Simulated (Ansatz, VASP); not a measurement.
# Mg2GeN2 in VASP and in Ansatz

```xyz
5
Lattice="-1.5038 2.1570 4.5837 1.5038 -2.1570 4.5837 1.5038 2.1570 -4.5837" Properties=species:S:1:pos:R:3 pbc="T T T"
Mg    0.0000    0.0000    6.1449
Mg    0.0000    0.0000    3.0226
Ge    0.0000    0.0000    0.0000
N     1.5038    0.0000    1.4012
N     0.0000    2.1570    3.1825
```

Alike in both runs: functional PBE; k mesh 14 × 14 × 14; occupations gaussian, width 0.01 eV; no spin polarisation.

Ansatz relaxed the structure, and its values are those at the end. VASP's run is a single point on that final structure, the one shown.

|  | VASP | Ansatz |
| --- | --- | --- |
| version | VASP 6.6.1 | Ansatz 0.2.0 |
| potentials or method | VASP PAW PBE potentials, release 64 (Mg, Ge_d, N), cutoff 600 eV | scalar-relativistic, plane waves, PAW |
| valence electrons in the cell | 28 | 44 |

|  | VASP | Ansatz | Ansatz less VASP |
| --- | --- | --- | --- |
| gap on the k mesh at the Fermi level (eV) | 0.17 | 0.17 | -0.003 |
| least direct gap on the mesh (eV) | 0.35 | 0.36 | +0.006 |
| pressure (GPa) | -0.4 | 0.0 | +0.38 |
| rms of the force components (eV/Å) | 0.010 | 0.001 | -0.0092 |

The functional is the same, so the differences come from potentials, cutoffs and numerics. VASP's potentials hold 28 valence electrons a cell and Ansatz's 44, so a difference there can come from the potentials and not from the codes.
